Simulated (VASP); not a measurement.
Ba, 1 atom in the cell. Symmetry: Pm-3m, No. 221, cubic system. Conventional cell: a = 4.228 Å, b = 4.228 Å, c = 4.228 Å, α = 90.00°, β = 90.00°, γ = 90.00°. Within 5.5 Å of Ba (site symmetry m-3m) lie 6 Ba at 4.23 Å.  This cell differs from its parent crystal: volume scaled by 1.12.

| Property | Result |
| --- | --- |
| Program | VASP 6.6.1 |
| Task | single point |
| Functional | BLYP |
| Potentials or basis | VASP PAW PBE potentials, release 64 (Ba_sv) |
| Cutoff | 500 eV |
| k mesh | 9 × 9 × 9 |
| Occupations | fermi-dirac, width 0.1 eV |
| Spin | no spin polarisation |
| Dipole correction | no |
| Further INCAR settings | ALGO = Normal; EDIFF = 1e-06; NBANDS = 11 |

Potentials or basis: VASP PAW PBE potentials, release 64 (Ba_sv).

Launch:

```bash
$ cat potpaw_PBE.64/Ba_sv/POTCAR > POTCAR
$ mpirun -np 1 vasp_std > vasp.out
```

Hardware: 1 thread of Intel Xeon 8259CL (shared host).

Q: Estimate the wall time of this run.

A: Wall time 42 s on 1 thread of Intel Xeon 8259CL (shared host), peak memory 0.18 GiB. Counts: scf iterations 12, k points 35.
